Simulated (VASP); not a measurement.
Write the native input for VASP 6.6.1 that does the following.

| Quantity | Value |
| --- | --- |
| Task | single point |
| Functional | PBEsol |
| Potentials or basis | VASP PAW PBE potentials, release 64 (Os) |
| Cutoff | 520 eV |
| k mesh | 18 × 18 × 10 |
| Occupations | fermi-dirac, width 0.15 eV |
| Spin | no spin polarisation |
| Dipole correction | no |
| Further INCAR settings | ALGO = Fast; EDIFF = 1e-06; NBANDS = 15 |

The structure of Os lies in POSCAR:

```
Os
1.0
    2.7180985557      0.0000000000      0.0000000000
   -1.3590492778      2.3539423992      0.0000000000
    0.0000000000      0.0000000000      4.2966965098
Os
2
Direct
    0.3333333333      0.6666666667      0.2500000000
    0.6666666667      0.3333333333      0.7500000000
```

The input as run:

INCAR

```
SYSTEM = Os
PREC = Accurate
ENCUT = 520
EDIFF = 1E-6
ISMEAR = -1
SIGMA = 0.15
LREAL = .False.
LASPH = .True.
NELM = 100
ALGO = Fast
ISIF = 2
LWAVE = .False.
LCHARG = .False.
GGA = PS
NBANDS = 15
```

KPOINTS

```
Automatic mesh
0
Gamma
  18 18 10
  0 0 0
```

Potentials or basis: VASP PAW PBE potentials, release 64 (Os).

Command:

```sh
$ cat potpaw_PBE.64/Os/POTCAR > POTCAR
$ mpirun -np 1 vasp_std > vasp.out
```

Results of the run:

```
Pressure               : 5.6 GPa
Band gap on the k mesh : zero (bands 8 and 9 overlap by 4.06 eV)
```

Caveat: the cell stands under pressure; the PAW data sets were made with another functional, which shifts forces and pressure a little; spin-orbit coupling is left out, which moves the levels of the heavy elements.

Wall time 40 s on 1 thread of AMD EPYC 9R45 96-Core Processor (Zen 5), with other jobs on the host, peak memory 0.16 GiB.
